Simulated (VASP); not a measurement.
# P (P2/m) in VASP: notebook

The runs below take P through single point, with PBEsol+D3(BJ).

All numbers are computed with VASP 6.6.1; they aren't measurements. Logs are shortened: lines on timing, memory, paths and dates and some standing lists are left out, and cuts for length are marked.

## (1) The cell of the first run

Symmetry: P2/m, No. 10, monoclinic system. Conventional cell: a = 4.278 Å, b = 4.273 Å, c = 4.383 Å, α = 90.00°, β = 95.72°, γ = 90.00°. P (site symmetry 2/m) has 18 P at 4.27 to 6.42 Å within 6.5 Å.

## (2) Single point, PBEsol+D3(BJ) (strain -0.1000 x Voigt [0, 0, 0, 0, 1, 0])

The input, INCAR:

```
SYSTEM = P
  PREC = Accurate
  ENCUT = 520
  EDIFF = 1E-6
  ISMEAR = 0
  SIGMA = 0.15
  LREAL = .False.
  LASPH = .True.
  NELM = 80
  ALGO = Normal
  ISIF = 2
  LWAVE = .False.
  LCHARG = .False.
  GGA = PS
  IVDW = 12
  NBANDS = 8
```

The input, KPOINTS:

```
regular mesh
0
Gamma
  12 12 12
  0 0 0
```

The input, POSCAR:

```
P
1.0
    4.2729048574      0.0000000000     -0.2136452429
    0.0000000000      4.2729048574      0.0000000000
   -0.2189000000      0.0000000000      4.3780000000
P
1
Direct
    0.0000000000      0.0000000000      0.0000000000
```

Potentials or basis: VASP PAW PBE potentials, release 64 (P).

Run with:

```bash
$ cat potpaw_PBE.64/P/POTCAR > POTCAR
$ mpirun -np 1 vasp_std > vasp.out
```

OUTCAR:

```text
SYSTEM = P
   PREC = Accurate
   ENCUT = 520
   EDIFF = 1E-6
   ISMEAR = 0
   LREAL = .False.
   LASPH = .True.
   NELM = 80
   ISIF = 2
   GGA = PS
   IVDW = 12
 IVDW          = 12

 ion  position               nearest neighbor table
   1  0.000  0.000  0.000-

  LATTYP: Found a simple monoclinic cell.
 ALAT       =     4.2782426544
 B/A-ratio  =     0.9987523389
 C/A-ratio  =     1.0245957132
 COS(beta)  =    -0.0997506234

  Lattice vectors:

 A1 = (   4.2729048574,   0.0000000000,  -0.2136452429)
 A2 = (   0.0000000000,   4.2729048574,   0.0000000000)
 A3 = (  -0.2189000000,   0.0000000000,   4.3780000000)

Analysis of symmetry for initial positions (statically):
=====================================================================
 Subroutine PRICEL returns:
 Original cell was already a primitive cell.

 Routine SETGRP: Setting up the symmetry group for a
 simple monoclinic supercell.

 Subroutine GETGRP returns: Found  4 space group operations
 (whereof  4 operations were pure point group operations)
 out of a pool of  4 trial point group operations.

The static configuration has the point symmetry C_2h.

Analysis of symmetry for dynamics (positions and initial velocities):
=====================================================================
 Subroutine PRICEL returns:
 Original cell was already a primitive cell.

 Routine SETGRP: Setting up the symmetry group for a
 simple monoclinic supercell.

 Subroutine GETGRP returns: Found  4 space group operations
 (whereof  4 operations were pure point group operations)
 out of a pool of  4 trial point group operations.

The dynamic configuration has the point symmetry C_2h.

 Subroutine INISYM returns: Found  4 space group operations
 (whereof  4 operations are pure point group operations),
 and found     1 'primitive' translations

----------------------------------------------------------------------------------------

                                     Primitive cell

  volume of cell :      79.7324

  direct lattice vectors                    reciprocal lattice vectors
     4.272904857  0.000000000 -0.213645243     0.234619375  0.000000000  0.011730969
     0.000000000  4.272904857  0.000000000     0.000000000  0.234032826  0.000000000
    -0.218900000  0.000000000  4.378000000     0.011449363  0.000000000  0.228987269

  length of vectors
     4.278242654  4.272904857  4.383469084     0.234912466  0.234032826  0.229273325

  position of ions in fractional coordinates (direct lattice)
     0.000000000  0.000000000  0.000000000

  ion indices of the primitive-cell ions
   primitive index   ion index
                 1           1

----------------------------------------------------------------------------------------

 KPOINTS: regular mesh

Automatic generation of k-mesh.
 Grid dimensions read from file:
 generate k-points for:   12   12   12

 Generating k-lattice:

  Cartesian coordinates                     Fractional coordinates (reciprocal lattice)
     0.019551615  0.000000000  0.000977581     0.083333333  0.000000000 -0.000000000
     0.000000000  0.019502736  0.000000000     0.000000000  0.083333333  0.000000000
     0.000954114  0.000000000  0.019082272     0.000000000  0.000000000  0.083333333

  Length of vectors
     0.019576039  0.019502736  0.019106110

  Shift w.r.t. Gamma in fractional coordinates (k-lattice)
     0.000000000  0.000000000  0.000000000

 Subroutine IBZKPT returns following result:
 ===========================================

 Found    518 irreducible k-points:

 Following reciprocal coordinates:
            Coordinates               Weight
  0.000000  0.000000  0.000000      1.000000
  0.083333  0.000000  0.000000      2.000000
  0.166667  0.000000  0.000000      2.000000
  0.250000  0.000000  0.000000      2.000000
  0.333333  0.000000  0.000000      2.000000
  0.416667  0.000000 -0.000000      2.000000
[... 16 lines left out ...]
  0.083333  0.250000  0.000000      4.000000
  0.166667  0.250000  0.000000      4.000000
 [... further k-points ...]
   k-points           NKPTS =    518   k-points in BZ     NKDIM =    518   number of bands    NBANDS=      8
   number of dos      NEDOS =    301   number of ions     NIONS =      1
   total plane-waves  NPLWV =  36864
   dimension x,y,z NGX =    32 NGY =   32 NGZ =   36
   dimension x,y,z NGXF=    64 NGYF=   64 NGZF=   72
   ions per type =               1
   NGX,Y,Z   is equivalent  to a cutoff of  12.43, 12.45, 13.65 a.u.
   NGXF,Y,Z  is equivalent  to a cutoff of  24.87, 24.90, 27.31 a.u.
 SYSTEM =  P
   PREC   = accura    normal or accurate (medium, high low for compatibility)
   ISTART =      0    job   : 0-new  1-cont  2-samecut
   ICHARG =      2    charge: 1-file 2-atom 10-const
   ISPIN  =      1    spin polarized calculation?
   LNONCOLLINEAR =      F non collinear calculations
   LSORBIT =      F    spin-orbit coupling
   LASPH  =      T    aspherical Exc in radial PAW
   ENCUT  =  520.0 eV  38.22 Ry    6.18 a.u.   7.95  7.94  8.15*2*pi/ulx,y,z
   NELM   =     80;   NELMIN=  2; NELMDL= -5     # of ELM steps
   EDIFF  = 0.1E-05   stopping-criterion for ELM
   LREAL  =      F    real-space projection
   EDIFFG = 0.1E-04   stopping-criterion for IOM
   NSW    =      0    number of steps for IOM
   IBRION =     -1    ionic relax: 0-MD 1-quasi-New 2-CG
   NFREE  =      0    steps in history (QN), initial steepest desc. (CG)
   ISIF   =      2    stress and relaxation
   ISYM   =      2    0-nonsym 1-usesym 2-fastsym
   POTIM  = 0.5000    time-step for ionic-motion
   TEBEG  =    0.0;   TEEND  =   0.0 temperature during run
   PSTRESS=    0.0 pullay stress
   NELECT =       5.0000    total number of electrons
   NUPDOWN=      -1.0000    fix difference up-down
   EMIN   =  10.00;   EMAX   =-10.00  energy-range for DOS
   EFERMI =   0.00;   METHOD = LEGACY
   ISMEAR =     0;   SIGMA  =   0.15  broadening in eV -4-tet -1-fermi 0-gaus
   EFERMI_NEDOS =   21; number of points for ismear=-14 and -15
   IALGO  =     38    algorithm
   IMIX   =      4    mixing-type and parameters
     AMIX     =   0.40;   BMIX     =  1.00
     AMIX_MAG =   1.60;   BMIX_MAG =  1.00
  volume/ion in A,a.u.               =      79.73       538.06
  Fermi-wavevector in a.u.,A,eV,Ry     =   0.650409  1.229095  5.755696  0.423032
  Thomas-Fermi vector in A             =   1.719678
   LORBIT       =      0    0 simple, 1 ext, 2 COOP (PROOUT), +10 PAW based schemes
   GGA     = PS    functional components
   LHFCALC =     F    Hartree Fock is set to
   AEXX    =    0.0000 exact exchange contribution
   IVDW    =    12    specifies the selected vdW correction
   LEPSILON=     F    determine dielectric tensor
   LRPA    =     F    only Hartree local field effects (RPA)
 non-spin polarized calculation
 Gauss-broadening in eV      SIGMA  =   0.15
  energy-cutoff  :      520.00
  volume of cell :       79.73
 maximum number of plane-waves:      2172
   NGX = 15   NGY = 15   NGZ = 17

 number of electron       4.9999999 magnetization

 Free energy of the ion-electron system (eV)
  ---------------------------------------------------
  ext. energy  EPLUGINS =         0.00000000
  ---------------------------------------------------
  free energy    TOTEN  =        -1.18397930 eV

  energy without entropy =       -1.14521828  energy(sigma->0) =       -1.16459879

 E-fermi :  -3.0704     XC(G=0):  -5.0644

 val. band max:       -3.0704826746   @ k =  -0.2500   0.0833   0.4167
 cond. band min:      -3.0697726926   @ k =   0.2500   0.4167   0.0833
 fundamental gap:      0.0007099821
 Fermi energy:        -3.0703697737

 k-point     1 :       0.0000    0.0000    0.0000
  band No.  band energies     occupation
      1     -11.8022      2.00000
      2      -2.6388      0.00005
      3      -2.5145      0.00000
      4      -2.4970      0.00000
      5       1.5545      0.00000
      6       4.3987      0.00000
      7       4.4711      0.00000
      8       8.6980      0.00000

 k-point     2 :       0.0833    0.0000    0.0000
  band No.  band energies     occupation
      1     -11.7913      2.00000
      2      -2.6706      0.00016
      3      -2.5788      0.00000
      4      -2.5050      0.00000
      5       1.6741      0.00000
      6       4.4369      0.00000
      7       4.5812      0.00000
      8       8.2341      0.00000

 k-point     3 :       0.1667    0.0000    0.0000
  band No.  band energies     occupation
      1     -11.7609      2.00000
      2      -2.9425      0.22807
      3      -2.5848      0.00000
      4      -2.4791      0.00000
      5       1.9767      0.00000
      6       4.5422      0.00000
      7       4.8541      0.00000
      8       7.6490      0.00000

 k-point     4 :       0.2500    0.0000    0.0000
  band No.  band energies     occupation
      1     -11.7185      2.00000
      2      -3.2978      1.96797
      3      -2.5545      0.00000
      4      -2.4430      0.00000
      5       2.3697      0.00000
      6       4.6962      0.00000
      7       5.0755      0.00000
      8       7.2186      0.00000

 k-point     5 :       0.3333    0.0000    0.0000
  band No.  band energies     occupation
      1     -11.6748      2.00000
      2      -3.6131      2.00000
      3      -2.5213      0.00000
      4      -2.4060      0.00000
      5       2.7967      0.00000
      6       4.8549      0.00000
      7       5.0110      0.00000
      8       6.9038      0.00000

 k-point     6 :       0.4167    0.0000   -0.0000
  band No.  band energies     occupation
      1     -11.6421      2.00000
      2      -3.8251      2.00000
      3      -2.4962      0.00000
      4      -2.3784      0.00000
      5       3.2046      0.00000
      6       4.6927      0.00000
      7       5.0111      0.00000
      8       6.6819      0.00000

 k-point     7 :       0.5000    0.0000    0.0000
  band No.  band energies     occupation
      1     -11.6299      2.00000
      2      -3.8994      2.00000
      3      -2.4868      0.00000
      4      -2.3682      0.00000
      5       3.4176      0.00000
      6       4.5039      0.00000
      7       5.0563      0.00000
      8       6.6067      0.00000
[... 133 lines left out ...]
 k-point    20 :       0.4167    0.1667   -0.0000
  band No.  band energies     occupation
      1     -11.6036      2.00000
      2      -3.7576      2.00000
      3      -2.7455      0.00219
      4      -2.4628      0.00000
      5       3.5140      0.00000
      6       4.3507      0.00000
      7       5.4949      0.00000
      8       6.4487      0.00000

 k-point    21 :       0.5000    0.1667    0.0000
  band No.  band energies     occupation
      1     -11.5917      2.00000
      2      -3.8303      2.00000
      3      -2.7314      0.00140
      4      -2.4537      0.00000
      5       3.8445      0.00000
      6       4.0224      0.00000
      7       5.5255      0.00000
      8       6.4732      0.00000

 k-point    22 :       0.0000    0.2500    0.0000
  band No.  band energies     occupation
      1     -11.7185      2.00000
      2      -3.2980      1.96816
      3      -2.5641      0.00000
      4      -2.4266      0.00000
      5       2.3614      0.00000
      6       4.7468      0.00000
      7       5.0864      0.00000
      8       7.2494      0.00000

 k-point    23 :       0.0833    0.2500    0.0000
  band No.  band energies     occupation
      1     -11.7080      2.00000
      2      -3.2838      1.95581
      3      -2.5900      0.00001
      4      -2.5034      0.00000
      5       2.4672      0.00000
      6       4.8177      0.00000
      7       5.1326      0.00000
      8       7.1336      0.00000

 k-point    24 :       0.1667    0.2500    0.0000
  band No.  band energies     occupation
      1     -11.6787      2.00000
      2      -3.2459      1.90206
      3      -2.8345      0.02618
      4      -2.5123      0.00000
      5       2.7254      0.00000
      6       4.8588      0.00000
      7       5.3842      0.00000
      8       6.6486      0.00000

 [... further k-points ...]

------------------------ aborting loop because EDIFF is reached ----------------------------------------

 Edisp (eV)   -0.08122

 E8    (eV) :    -0.0479

  FORCE on cell =-STRESS in cart. coord.  units (eV):
  Direction    XX          YY          ZZ          XY          YZ          ZX
  --------------------------------------------------------------------------------------
  -------------------------------------------------------------------------------------
  Total      -2.07801    -2.09095    -1.87150     0.00000     0.00000     0.18278
  in kB     -41.75639   -42.01642   -37.60661     0.00000     0.00000     3.67289
  external pressure =      -40.46 kB  Pullay stress =        0.00 kB

 VOLUME and BASIS-vectors are now :
 -----------------------------------------------------------------------------
  energy-cutoff  :      520.00
  volume of cell :       79.73
      direct lattice vectors                 reciprocal lattice vectors
     4.272904857  0.000000000 -0.213645243     0.234619375  0.000000000  0.011730969
     0.000000000  4.272904857  0.000000000     0.000000000  0.234032826  0.000000000
    -0.218900000  0.000000000  4.378000000     0.011449363  0.000000000  0.228987269

 POSITION                                       TOTAL-FORCE (eV/Angst)
 -----------------------------------------------------------------------------------
      0.00000      0.00000      0.00000         0.000000      0.000000      0.000000
 -----------------------------------------------------------------------------------
    total drift:                               -0.000000     -0.000000      0.000000

  FREE ENERGIE OF THE ION-ELECTRON SYSTEM (eV)
  ---------------------------------------------------
  free  energy   TOTEN  =        -1.2652020798 eV

  energy  without entropy=       -1.2264410630  energy(sigma->0) =       -1.24582157
```

Run time: 4.7 min. Hardware: 1 thread of Intel Xeon 8259CL, shared host; peak memory 0.41 GiB.

Results:

| Quantity | Value |
| --- | --- |
| Free energy | -1.2652 eV |
| Pressure | -4.0 GPa |
| Band gap on the k mesh | zero (an odd number of electrons rules out a gap without spin polarisation) |
| Dispersion energy per atom | -0.081 eV |

Stress tensor (GPa, compression positive):
```
-4.18  0.00  0.37
 0.00 -4.20  0.00
 0.37  0.00 -3.76
```

Levels at points of the mesh, in eV from the Fermi level:
```csv
k point,band 1,band 2,band 3,band 4,band 5
"(0.00, 0.00, 0.00)",-8.73,0.43,0.56,0.57,4.62
"(0.50, 0.00, 0.00)",-8.56,-0.83,0.58,0.70,6.49
"(0.00, 0.50, 0.00)",-8.56,-0.83,0.58,0.72,6.51
"(0.50, 0.50, 0.00)",-8.40,-0.53,-0.53,0.72,5.86
"(0.00, 0.00, 0.50)",-8.59,-0.78,0.66,0.68,6.46
"(0.50, 0.00, 0.50)",-8.43,-0.62,-0.42,0.81,5.85
"(0.00, 0.50, 0.50)",-8.43,-0.57,-0.48,0.79,5.85
"(0.50, 0.50, 0.50)",-8.28,-0.36,-0.33,-0.18,6.67
```

Caveat: the cell differs from its parent crystal (strain -0.1000 x Voigt [0, 0, 0, 0, 1, 0]); the cell stands under tension; the PAW data sets were made with another functional, which shifts forces and pressure a little.

## (3) Single point, PBEsol+D3(BJ) (strain +0.0750 x Voigt [0, 0, 0, 0, 1, 0])

The input, INCAR:

```
PREC = Accurate
ENCUT = 520
EDIFF = 1E-6
ISMEAR = 0
SIGMA = 0.15
LREAL = F
LASPH = T
NELM = 60
ALGO = Normal
ISIF = 2
LWAVE = F
LCHARG = T
GGA = PS
IVDW = 12
LELF = T
LVHAR = T
NBANDS = 8
```

The input, KPOINTS:

```
Automatic mesh
0
Gamma
  12 12 12
```

The input, POSCAR:

```
P
1.0
    4.2729048574      0.0000000000      0.1602339322
    0.0000000000      4.2729048574      0.0000000000
    0.1641750000      0.0000000000      4.3780000000
P
1
Direct
    0.0000000000      0.0000000000      0.0000000000
```

Potentials or basis: VASP PAW PBE potentials, release 64 (P).

Run with:

```bash
$ cat potpaw_PBE.64/P/POTCAR > POTCAR
$ mpirun -np 1 vasp_std > vasp.out
```

It took 5.1 min on 1 thread of Intel Xeon 8259CL, shared host; peak memory 0.41 GiB.

It converged, with:

| Quantity | Value |
| --- | --- |
| Free energy | -1.2671 eV |
| Pressure | -4.0 GPa |
| Band gap on the k mesh | zero (an odd number of electrons rules out a gap without spin polarisation) |
| Dispersion energy per atom | -0.081 eV |

Stress tensor (GPa, compression positive):
```
-4.18  0.00 -0.28
 0.00 -4.19  0.00
-0.28  0.00 -3.77
```

Levels at points of the mesh, in eV from the Fermi level:
```csv
k point,band 1,band 2,band 3,band 4,band 5,band 6,band 7
"(0.00, 0.00, 0.00)",-8.73,0.44,0.56,0.57,4.63,7.46,7.53
"(0.50, 0.00, 0.00)",-8.56,-0.83,0.59,0.70,6.50,7.57,8.15
"(0.00, 0.50, 0.00)",-8.56,-0.83,0.59,0.71,6.51,7.55,8.21
"(0.50, 0.50, 0.00)",-8.40,-0.53,-0.53,0.73,5.86,8.08,9.72
"(0.00, 0.00, 0.50)",-8.59,-0.78,0.67,0.68,6.47,7.49,8.12
"(0.50, 0.00, 0.50)",-8.43,-0.61,-0.44,0.81,5.85,8.11,9.41
"(0.00, 0.50, 0.50)",-8.43,-0.57,-0.48,0.80,5.85,8.08,9.66
"(0.50, 0.50, 0.50)",-8.28,-0.35,-0.32,-0.20,6.73,6.97,7.13
```

Caveat: the cell differs from its parent crystal (strain +0.0750 x Voigt [0, 0, 0, 0, 1, 0]); the cell stands under tension; the PAW data sets were made with another functional, which shifts forces and pressure a little.
